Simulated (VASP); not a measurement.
# Si in VASP: notebook

Runs on Si. Level: r2SCAN. Tasks: single point.

Program: VASP 6.6.1. These are calculated values, not measurements. Logs are shortened: lines on timing, memory, paths and dates and some standing lists are left out, and cuts for length are marked.

### Step 1. The cell of the first run

Symmetry: P6_3/mmc, No. 194, hexagonal system. The conventional cell has a = 2.444 Å, b = 2.444 Å, c = 4.152 Å, α = 90.00°, β = 90.00°, γ = 120.00°. Si (site symmetry -6m2) has 12 Si at 2.44 to 2.51 Å within 3.2 Å.

### Step 2. Single point, r2SCAN

Input file POSCAR:

```
Si
1.0
    2.4440000000      0.0000000000      0.0000000000
   -1.2220000000      2.1165660000      0.0000000000
    0.0000000000      0.0000000000      4.1520000000
Si
2
Direct
    0.3333333333      0.6666666667      0.2500000000
    0.6666666667      0.3333333333      0.7500000000
```

Input file INCAR.step1:

```
  ALGO = Normal
  EDIFF = 1E-4
  ENCUT = 520
  GGA = PE
  ISMEAR = -1
  LASPH = T
  LCHARG = F
  LREAL = F
  LWAVE = T
  NBANDS = 11
  NELM = 100
  PREC = Accurate
  SIGMA = 0.05
```

Input file INCAR.step2:

```
  ALGO = Normal
  EDIFF = 1E-7
  ENCUT = 520
  ISIF = 2
  ISMEAR = -1
  ISTART = 1
  LASPH = T
  LCHARG = F
  LMIXTAU = T
  LREAL = F
  LWAVE = F
  METAGGA = R2SCAN
  NBANDS = 11
  NELM = 100
  PREC = Accurate
  SIGMA = 0.05
```

Input file KPOINTS:

```
k-points
0
Gamma
  15 15 8
```

Potentials or basis: VASP PAW PBE potentials, release 64 (Si).

Launch:

```
cat potpaw_PBE.64/Si/POTCAR > POTCAR
cp INCAR.step1 INCAR
mpirun -np 1 vasp_std > vasp.out
cp INCAR.step2 INCAR
mpirun -np 1 vasp_std > vasp.out
```

OUTCAR:

```text
EDIFF = 1E-7
   ENCUT = 520
   ISIF = 2
   ISMEAR = -1
   ISTART = 1
   LASPH = T
   LREAL = F
   METAGGA = R2SCAN
   NELM = 100
   PREC = Accurate

 ion  position               nearest neighbor table
   1  0.333  0.667  0.250-   2 2.51   2 2.51   2 2.51   2 2.51   2 2.51   2 2.51
   2  0.667  0.333  0.750-   1 2.51   1 2.51   1 2.51   1 2.51   1 2.51   1 2.51

  LATTYP: Found a hexagonal cell.
 ALAT       =     2.4440000000
 C/A-ratio  =     1.6988543372

  Lattice vectors:

 A1 = (   2.4440000000,   0.0000000000,   0.0000000000)
 A2 = (  -1.2220000000,   2.1165660000,   0.0000000000)
 A3 = (   0.0000000000,   0.0000000000,   4.1520000000)

Analysis of symmetry for initial positions (statically):
=====================================================================
 Subroutine PRICEL returns:
 Original cell was already a primitive cell.

 Routine SETGRP: Setting up the symmetry group for a
 hexagonal supercell.

 Subroutine GETGRP returns: Found 24 space group operations
 (whereof 12 operations were pure point group operations)
 out of a pool of 24 trial point group operations.

The static configuration has the point symmetry D_3d.
 The point group associated with its full space group is D_6h.

Analysis of symmetry for dynamics (positions and initial velocities):
=====================================================================
 Subroutine PRICEL returns:
 Original cell was already a primitive cell.

 Routine SETGRP: Setting up the symmetry group for a
 hexagonal supercell.

 Subroutine GETGRP returns: Found 24 space group operations
 (whereof 12 operations were pure point group operations)
 out of a pool of 24 trial point group operations.

The dynamic configuration has the point symmetry D_3d.
 The point group associated with its full space group is D_6h.

 Subroutine INISYM returns: Found 24 space group operations
 (whereof 12 operations are pure point group operations),
 and found     1 'primitive' translations

----------------------------------------------------------------------------------------

                                     Primitive cell

  volume of cell :      21.4778

  direct lattice vectors                    reciprocal lattice vectors
     2.444000000  0.000000000  0.000000000     0.409165303  0.236231707  0.000000000
    -1.222000000  2.116566000  0.000000000     0.000000000  0.472463415  0.000000000
     0.000000000  0.000000000  4.152000000     0.000000000  0.000000000  0.240847784

  length of vectors
     2.444000000  2.443999925  4.152000000     0.472463400  0.472463415  0.240847784

  position of ions in fractional coordinates (direct lattice)
     0.333333333  0.666666667  0.250000000
     0.666666667  0.333333333  0.750000000

  ion indices of the primitive-cell ions
   primitive index   ion index
                 1           1
                 2           2

----------------------------------------------------------------------------------------

 KPOINTS: k-points

Automatic generation of k-mesh.
 Grid dimensions read from file:
 generate k-points for:   15   15    8

 Generating k-lattice:

  Cartesian coordinates                     Fractional coordinates (reciprocal lattice)
     0.027277687  0.015748780  0.000000000     0.066666667  0.000000000  0.000000000
     0.000000000  0.031497561  0.000000000     0.000000000  0.066666667  0.000000000
     0.000000000  0.000000000  0.030105973     0.000000000  0.000000000  0.125000000

  Length of vectors
     0.031497560  0.031497561  0.030105973

  Shift w.r.t. Gamma in fractional coordinates (k-lattice)
     0.000000000  0.000000000  0.000000000

 Subroutine IBZKPT returns following result:
 ===========================================

 Found    135 irreducible k-points:

 Following reciprocal coordinates:
            Coordinates               Weight
  0.000000  0.000000  0.000000      1.000000
  0.066667  0.000000  0.000000      6.000000
  0.133333  0.000000  0.000000      6.000000
  0.200000 -0.000000  0.000000      6.000000
  0.266667  0.000000  0.000000      6.000000
  0.333333 -0.000000  0.000000      6.000000
[... 16 lines left out ...]
  0.333333  0.200000  0.000000     12.000000
  0.400000  0.200000  0.000000      6.000000
 [... further k-points ...]
   k-points           NKPTS =    135   k-points in BZ     NKDIM =    135   number of bands    NBANDS=     11
   number of dos      NEDOS =    301   number of ions     NIONS =      2
   total plane-waves  NPLWV =  10368
   dimension x,y,z NGX =    18 NGY =   18 NGZ =   32
   dimension x,y,z NGXF=    36 NGYF=   36 NGZF=   64
   ions per type =               2
   NGX,Y,Z   is equivalent  to a cutoff of  12.24, 12.24, 12.81 a.u.
   NGXF,Y,Z  is equivalent  to a cutoff of  24.49, 24.49, 25.63 a.u.
 SYSTEM =  unknown system
   PREC   = accura    normal or accurate (medium, high low for compatibility)
   ISTART =      1    job   : 0-new  1-cont  2-samecut
   ICHARG =      0    charge: 1-file 2-atom 10-const
   ISPIN  =      1    spin polarized calculation?
   LNONCOLLINEAR =      F non collinear calculations
   LSORBIT =      F    spin-orbit coupling
   LASPH  =      T    aspherical Exc in radial PAW
   ENCUT  =  520.0 eV  38.22 Ry    6.18 a.u.   4.54  4.54  7.72*2*pi/ulx,y,z
   NELM   =    100;   NELMIN=  2; NELMDL=  0     # of ELM steps
   EDIFF  = 0.1E-06   stopping-criterion for ELM
   LREAL  =      F    real-space projection
   EDIFFG = 0.1E-05   stopping-criterion for IOM
   NSW    =      0    number of steps for IOM
   IBRION =     -1    ionic relax: 0-MD 1-quasi-New 2-CG
   NFREE  =      0    steps in history (QN), initial steepest desc. (CG)
   ISIF   =      2    stress and relaxation
   ISYM   =      2    0-nonsym 1-usesym 2-fastsym
   POTIM  = 0.5000    time-step for ionic-motion
   TEBEG  =    0.0;   TEEND  =   0.0 temperature during run
   PSTRESS=    0.0 pullay stress
   NELECT =       8.0000    total number of electrons
   NUPDOWN=      -1.0000    fix difference up-down
   EMIN   =  10.00;   EMAX   =-10.00  energy-range for DOS
   EFERMI =   0.00;   METHOD = LEGACY
   ISMEAR =    -1;   SIGMA  =   0.05  broadening in eV -4-tet -1-fermi 0-gaus
   EFERMI_NEDOS =   21; number of points for ismear=-14 and -15
   IALGO  =     38    algorithm
   IMIX   =      4    mixing-type and parameters
     AMIX     =   0.40;   BMIX     =  1.00
     AMIX_MAG =   1.60;   BMIX_MAG =  1.00
  volume/ion in A,a.u.               =      10.74        72.47
  Fermi-wavevector in a.u.,A,eV,Ry     =   1.177899  2.225906 18.877348  1.387446
  Thomas-Fermi vector in A             =   2.314237
   LORBIT       =      0    0 simple, 1 ext, 2 COOP (PROOUT), +10 PAW based schemes
   METAGGA = R2SCAN    functional components
   LHFCALC =     F    Hartree Fock is set to
   AEXX    =    0.0000 exact exchange contribution
   IVDW    =     0    specifies the selected vdW correction
   LEPSILON=     F    determine dielectric tensor
   LRPA    =     F    only Hartree local field effects (RPA)
 non-spin polarized calculation
  energy-cutoff  :      520.00
  volume of cell :       21.48
 maximum number of plane-waves:       598
   NGX =  9   NGY =  9   NGZ = 15

 number of electron       8.0000001 magnetization

 Free energy of the ion-electron system (eV)
  ---------------------------------------------------
  ext. energy  EPLUGINS =         0.00000000
  ---------------------------------------------------
  free energy    TOTEN  =       -15.52893535 eV

  energy without entropy =      -15.52453556  energy(sigma->0) =      -15.52673545

 E-fermi :  14.5258     XC(G=0): -13.2881

 val. band max:       14.4955211621   @ k =   0.4000   0.1333   0.0000
 cond. band min:      14.5514290357   @ k =   0.2000   0.1333   0.1250
 fundamental gap:      0.0559078736
 Fermi energy:        14.5257955922

 k-point     1 :       0.0000    0.0000    0.0000
  band No.  band energies     occupation
      1      -3.8911      2.00000
      2       4.6916      2.00000
      3       4.9525      2.00000
      4      26.8803      0.00000
      5      26.8803      0.00000
      6      27.1057      0.00000
      7      27.1474      0.00000
      8      27.1474      0.00000
      9      29.5947      0.00000
     10      31.9490      0.00000
     11      33.0918      0.00000

 k-point     2 :       0.0667    0.0000    0.0000
  band No.  band energies     occupation
      1      -3.7389      2.00000
      2       4.8348      2.00000
      3       5.0980      2.00000
      4      24.0005      0.00000
      5      25.2180      0.00000
      6      26.5704      0.00000
      7      28.3656      0.00000
      8      29.0351      0.00000
      9      29.6241      0.00000
     10      31.3688      0.00000
     11      31.9755      0.00000

 k-point     3 :       0.1333    0.0000    0.0000
  band No.  band energies     occupation
      1      -3.2830      2.00000
      2       5.2645      2.00000
      3       5.5315      2.00000
      4      20.5555      0.00000
      5      23.6829      0.00000
      6      25.3709      0.00000
      7      27.5885      0.00000
      8      28.3891      0.00000
      9      30.0703      0.00000
     10      30.3421      0.00000
     11      30.3798      0.00000

 k-point     4 :       0.2000   -0.0000    0.0000
  band No.  band energies     occupation
      1      -2.5260      2.00000
      2       5.9804      2.00000
      3       6.2424      2.00000
      4      17.1913      0.00000
      5      22.4038      0.00000
      6      23.5739      0.00000
      7      25.2056      0.00000
      8      25.7856      0.00000
      9      29.4114      0.00000
     10      29.9683      0.00000
     11      30.4222      0.00000

 k-point     5 :       0.2667    0.0000    0.0000
  band No.  band energies     occupation
      1      -1.4718      2.00000
      2       6.9819      2.00000
      3       7.2002      2.00000
      4      14.0487      1.99986
      5      21.2628      0.00000
      6      21.3820      0.00000
      7      22.0426      0.00000
      8      24.3875      0.00000
      9      28.5539      0.00000
     10      29.3040      0.00000
     11      29.9900      0.00000
[... 211 lines left out ...]
 k-point    21 :       0.2000    0.2000    0.0000
  band No.  band energies     occupation
      1       0.1714      2.00000
      2       8.5528      2.00000
      3       8.5946      2.00000
      4      13.1665      2.00000
      5      13.8125      2.00000
      6      20.6886      0.00000
      7      21.2020      0.00000
      8      22.5099      0.00000
      9      22.5887      0.00000
     10      30.8218      0.00000
     11      32.4297      0.00000

 k-point    22 :       0.2667    0.2000    0.0000
  band No.  band energies     occupation
      1       1.6505      2.00000
      2       9.2697      2.00000
      3       9.9730      2.00000
      4      11.1147      2.00000
      5      12.9985      2.00000
      6      18.4490      0.00000
      7      19.1408      0.00000
      8      21.2816      0.00000
      9      21.4927      0.00000
     10      31.0868      0.00000
     11      34.0783      0.00000

 k-point    23 :       0.3333    0.2000    0.0000
  band No.  band energies     occupation
      1       3.4049      2.00000
      2       7.6166      2.00000
      3      11.2251      2.00000
      4      11.6480      2.00000
      5      12.9845      2.00000
      6      16.0623      0.00000
      7      17.1033      0.00000
      8      20.7077      0.00000
      9      21.0367      0.00000
     10      30.8939      0.00000
     11      35.3851      0.00000

 k-point    24 :       0.4000    0.2000    0.0000
  band No.  band energies     occupation
      1       5.4000      2.00000
      2       5.4310      2.00000
      3      11.4367      2.00000
      4      13.1146      2.00000
      5      13.4358      2.00000
      6      14.3406      1.95191
      7      16.0059      0.00000
      8      20.5329      0.00000
      9      20.8932      0.00000
     10      30.8108      0.00000
     11      35.8132      0.00000

 [... further k-points ...]
[... 5 lines left out ...]
  --------------------------------------------------------------------------------------
  -------------------------------------------------------------------------------------
  Total        5.6899176      5.6899171      5.7976508      0.0000000     -0.0000000      0.0000000
  in kB      424.4496644    424.4496296    432.4862198      0.0000000     -0.0000000      0.0000000
  external PRESSURE =     427.1285046 kB  Pullay stress =       0.0000000 kB

 VOLUME and BASIS-vectors are now :
 -----------------------------------------------------------------------------
  energy-cutoff  :      520.00
  volume of cell :       21.48
      direct lattice vectors                 reciprocal lattice vectors
     2.444000000  0.000000000  0.000000000     0.409165303  0.236231707  0.000000000
    -1.222000000  2.116566000  0.000000000     0.000000000  0.472463415  0.000000000
     0.000000000  0.000000000  4.152000000     0.000000000  0.000000000  0.240847784

 POSITION                                       TOTAL-FORCE (eV/Angst)
 -----------------------------------------------------------------------------------
     -0.00000      1.41104      1.03800         0.000000      0.000000      0.000000
      1.22200      0.70552      3.11400        -0.000000      0.000000      0.000000
 -----------------------------------------------------------------------------------
    total drift:                               -0.000000      0.000000     -0.000000

  FREE ENERGIE OF THE ION-ELECTRON SYSTEM (eV)
  ---------------------------------------------------
  free  energy   TOTEN  =       -15.5289353523 eV

  energy  without entropy=      -15.5245355571  energy(sigma->0) =      -15.52673545
```

Run time: 64 s. Hardware: 1 thread of Intel Xeon Platinum 8488C (Sapphire Rapids), shared host; peak memory 0.14 GiB.

What came out:

```
Free energy            : -15.5289 eV
Pressure               : 42.7 GPa
Band gap on the k mesh : zero (band 4 reaches 26.88 eV, above the bottom of band 5 at 10.73 eV)
```

Stress tensor (GPa, compression positive):
```
42.44  0.00  0.00
 0.00 42.44  0.00
 0.00  0.00 43.25
```

Levels at points of the mesh, in eV from the Fermi level:
```
           k point  band 2  band 3  band 4  band 5  band 6  band 7
(0.00, 0.00, 0.00)   -9.83   -9.57   12.35   12.35   12.58   12.62
(0.00, 0.00, 0.50)  -16.20    0.69    0.69   13.70   13.70   13.70
```

Caveat: the PAW data sets were made with another functional, which shifts forces and pressure a little.

### Step 3. Single point, r2SCAN

Edit POSCAR of step 2 so:

```diff
@@ -8,3 +8,3 @@
 Direct
-    0.3333333333      0.6666666667      0.2500000000
+    0.3128750682      0.6666666667      0.2500000000
     0.6666666667      0.3333333333      0.7500000000
```

Input file INCAR.step1:

```
  PREC = Accurate
  ENCUT = 520
  ISMEAR = -1
  SIGMA = 0.05
  LREAL = F
  LASPH = T
  NELM = 80
  NBANDS = 11
  GGA = PE
  ALGO = Normal
  EDIFF = 1E-4
  LWAVE = T
  LCHARG = F
```

Input file INCAR.step2:

```
  PREC = Accurate
  ENCUT = 520
  EDIFF = 1E-6
  ISMEAR = -1
  SIGMA = 0.05
  LREAL = F
  LASPH = T
  NELM = 80
  ALGO = Normal
  ISIF = 2
  LWAVE = F
  LCHARG = T
  METAGGA = R2SCAN
  LMIXTAU = T
  LELF = T
  LVHAR = T
  NBANDS = 11
  ISTART = 1
```

Input file KPOINTS:

```
Automatic mesh
0
Gamma
  15 15 8
```

Potentials or basis: VASP PAW PBE potentials, release 64 (Si).

Launch:

```
cat potpaw_PBE.64/Si/POTCAR > POTCAR
cp INCAR.step1 INCAR
mpirun -np 1 vasp_std > vasp.out
cp INCAR.step2 INCAR
mpirun -np 1 vasp_std > vasp.out
```

It took 3.1 min on 1 thread of Intel Xeon Platinum 8488C (Sapphire Rapids), shared host; peak memory 0.21 GiB.

The run converged. Its results:

* Free energy: -15.5275 eV
* Pressure: 42.8 GPa
* Largest force: 0.057 eV/Å
* Band gap on the k mesh: zero (band 4 reaches 26.77 eV, above the bottom of band 5 at 10.73 eV)

Forces in eV/Å, atoms in the order of the input:
```
Si   0.057  0.003  0.000
Si  -0.057 -0.003  0.000
```

Stress tensor (GPa, compression positive):
```
42.54  0.01  0.00
 0.01 42.52  0.00
 0.00  0.00 43.42
```

Levels at points of the mesh, in eV from the Fermi level:
| k point | band 1 | band 2 | band 3 | band 4 | band 5 | band 6 | band 7 | band 8 |
| --- | --- | --- | --- | --- | --- | --- | --- | --- |
| (0.00, 0.00, 0.00) | -18.42 | -9.83 | -9.57 | 12.24 | 12.36 | 12.61 | 12.64 | 12.70 |
| (0.00, 0.00, 0.50) | -16.20 | -16.20 | 0.69 | 0.69 | 13.70 | 13.70 | 13.71 | 13.71 |

Caveat: the PAW data sets were made with another functional, which shifts forces and pressure a little.
